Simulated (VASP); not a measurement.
# Br: single point with LDA

Br:

```
Br
1.0
     2.36966    0.00000    0.00000
     0.00000    2.36966    0.00000
     0.00000    0.00000    2.36966
Br
1
Direct
  0.00000 0.00000 0.00000
```

This cell differs from its parent crystal: volume scaled by 0.5.

* Program: VASP 6.6.1
* Task: single point
* Functional: LDA
* Potentials or basis: VASP PAW LDA potentials, release 64 (Br)
* Cutoff: 520 eV
* k mesh: 12 × 12 × 12
* Occupations: fermi-dirac, width 0.1 eV
* Spin: no spin polarisation

The pressure is 144.0 GPa.

Levels at points of the mesh, in eV from the Fermi level:
```
           k point  band 2  band 3  band 4  band 5  band 6  band 7
(0.00, 0.00, 0.00)   -0.52   -0.52   -0.52    5.42    5.42    9.16
(0.50, 0.00, 0.00)  -14.35    2.24    2.24    8.61   13.28   13.70
(0.50, 0.50, 0.00)  -11.10  -11.10   -1.72    4.83   15.72   17.00
(0.50, 0.50, 0.50)   -8.16   -8.16   -8.16    2.54    2.54    2.54
```

Wall time 5 s on 1 thread of Intel(R) Xeon(R) Platinum 8488C (Sapphire Rapids), with other jobs on the host, peak memory 0.12 GiB.

Caveat: an odd number of electrons without spin polarisation forces a metal; a magnetic or distorted state may lie lower.
